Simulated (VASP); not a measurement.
Set up this calculation in VASP 6.6.1, as the native input.

- Task: single point
- Functional: revPBE
- Potentials or basis: VASP PAW PBE potentials, release 64 (Ir)
- Cutoff: 520 eV
- k mesh: 23 × 23 × 23
- Occupations: fermi-dirac, width 0.05 eV
- Spin: collinear spin, ferromagnetic start
- Starting moments: [1.0] μB
- Dipole correction: no
- Further INCAR settings: ALGO = Normal; EDIFF = 1e-06; NBANDS = 14

The structure of Ir lies in POSCAR:

```
Ir
1.0
    0.0000000000      1.8881415320      1.8881415320
    1.8881415320      0.0000000000      1.8881415320
    1.8881415320      1.8881415320      0.0000000000
Ir
1
Direct
    0.0000000000      0.0000000000      0.0000000000
```

This cell differs from its parent crystal: volume scaled by 0.92.

The input as run:

INCAR

```
ALGO = Normal
EDIFF = 1E-6
ENCUT = 520
GGA = RE
ISIF = 2
ISMEAR = -1
ISPIN = 2
LASPH = T
LCHARG = T
LELF = T
LMAXMIX = 4
LORBIT = 11
LREAL = F
LVHAR = T
LWAVE = F
MAGMOM = 1
NBANDS = 14
NELM = 150
PREC = Accurate
SIGMA = 0.05
```

KPOINTS

```
k-points
0
Gamma
  23 23 23
```

Potentials or basis: VASP PAW PBE potentials, release 64 (Ir).

Run with:

```sh
$ cat potpaw_PBE.64/Ir/POTCAR > POTCAR
$ mpirun -np 1 vasp_std > vasp.out
```

It gave:

The pressure is 35.1 GPa. The net moment is 0.00 μB per cell and the valence electrons inside the program's atomic spheres are Ir 8.58.

Caveat: the PAW data sets were made with another functional, which shifts forces and pressure a little.

Run time: 2.2 min on 1 thread of AMD EPYC 9R45 (Zen 5) (shared host), peak memory 0.18 GiB.
